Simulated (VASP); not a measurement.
The system is Ni.

```
Ni
1.0
     4.43981    0.00000    0.00000
     0.00000    4.43981    0.00000
     0.00000    0.00000    4.43981
Ni
8
Cartesian
  0.0000 0.0000 0.0000
  2.2199 2.2199 2.2199
  1.1100 0.0000 2.2199
  3.3299 0.0000 2.2199
  2.2199 1.1100 0.0000
  2.2199 3.3299 0.0000
  0.0000 2.2199 1.1100
  0.0000 2.2199 3.3299
```

```yaml
Program: VASP 6.6.1
Task: relaxation of cell and atoms
Functional: LDA
Potentials_or_basis: VASP PAW LDA potentials, release 64 (Ni)
Cutoff: 600 eV
k_mesh: 6 × 6 × 6
Occupations: fermi-dirac, width 0.1 eV
Spin: no spin polarisation
```

At the start: pressure -14.0 GPa; volume 10.94 Å³/atom.

**Question.** Where does the relaxation end?

**Answer.** Over 3 steps the energy falls by 33.5 meV/atom and the volume is 10.24 Å³/atom (-6.4 %); space group Pm-3n (No. 223, to 0.1 Å) before and after.

The path:
```
step  energy change (eV)  largest force (eV/Å)  pressure (GPa)  volume (Å³)
   1              0.0000                0.0000          -13.96        87.52
   2              0.0841                0.0000           19.76        75.99
   3             -0.2683                0.0000            0.02        81.94
```

Final structure:
```yaml
crystal:
  lattice:
    - [4.34346, 0.00000, 0.00000]
    - [0.00000, 4.34346, 0.00000]
    - [0.00000, 0.00000, 4.34346]
  atoms:
    - { symbol: Ni, position: [0.00000, 0.00000, 0.00000] }
    - { symbol: Ni, position: [0.50000, 0.50000, 0.50000] }
    - { symbol: Ni, position: [0.25000, 0.00000, 0.50000] }
    - { symbol: Ni, position: [0.75000, 0.00000, 0.50000] }
    - { symbol: Ni, position: [0.50000, 0.25000, 0.00000] }
    - { symbol: Ni, position: [0.50000, 0.75000, 0.00000] }
    - { symbol: Ni, position: [0.00000, 0.50000, 0.25000] }
    - { symbol: Ni, position: [0.00000, 0.50000, 0.75000] }
```

Caveat: the run has no spin polarisation, though such a crystal can be magnetic.
